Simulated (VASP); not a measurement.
A run of VASP 6.6.1 is set up as follows.

POSCAR

```
ZrC
1.0
    0.0000000000      2.3391941546      2.3391941546
    2.3391941546      0.0000000000      2.3391941546
    2.3391941546      2.3391941546      0.0000000000
Zr C
1 1
Direct
    0.0000000000      0.0000000000      0.0000000000
    0.5000000000      0.5000000000      0.5000000000
```

The input INCAR.step1:

```
ALGO     = Normal         # electronic algorithm
EDIFF    = 1E-5           # SCF threshold, eV
ENCUT    = 520            # plane-wave cutoff, eV
GGA      = PE             # functional
ISIF     = 2              # what is computed and relaxed
ISMEAR   = -1             # smearing method
LASPH    = T              # aspherical terms in the spheres
LREAL    = F              # projectors in reciprocal space
LWAVE    = T              # write WAVECAR
NBANDS   = 15             # bands
NELM     = 60             # most SCF steps
PREC     = Accurate       # precision mode
SIGMA    = 0.1            # smearing width, eV
```

File INCAR.step2:

```
ALGO     = Normal         # electronic algorithm
EDIFF    = 1E-6           # SCF threshold, eV
ENCUT    = 520            # plane-wave cutoff, eV
GGA      = PE             # functional
HFSCREEN = 0.2079         # screening, 1/A
ISIF     = 2              # what is computed and relaxed
ISMEAR   = -1             # smearing method
ISTART   = 1            
LASPH    = T              # aspherical terms in the spheres
LCHARG   = T              # write CHGCAR
LELF     = T              # ELF
LHFCALC  = T              # exact exchange
LREAL    = F              # projectors in reciprocal space
LVHAR    = T            
LWAVE    = F              # write WAVECAR
NBANDS   = 15             # bands
NELM     = 60             # most SCF steps
PREC     = Accurate       # precision mode
PRECFOCK = Normal       
SIGMA    = 0.1            # smearing width, eV
```

Contents of KPOINTS:

```
k-points
0
Gamma
  4 4 4
```

Potentials or basis: VASP PAW PBE potentials, release 64 (Zr_sv, C).

Run with:

```bash
$ cat potpaw_PBE.64/Zr_sv/POTCAR potpaw_PBE.64/C/POTCAR > POTCAR
$ cp INCAR.step1 INCAR
$ mpirun -np 1 vasp_std > vasp.out
$ cp INCAR.step2 INCAR
$ mpirun -np 1 vasp_std > vasp.out
```

(1) Predict the band gap on the k mesh.

(2) What does it give for the pressure?

Results:

(1) zero (band 8 reaches 10.58 eV, above the bottom of band 9 at 9.21 eV).

(2) 1.2 GPa.

Caveat: the k points lie up to 0.58 Å⁻¹ apart; the PAW data sets were made with another functional, which shifts forces and pressure a little.
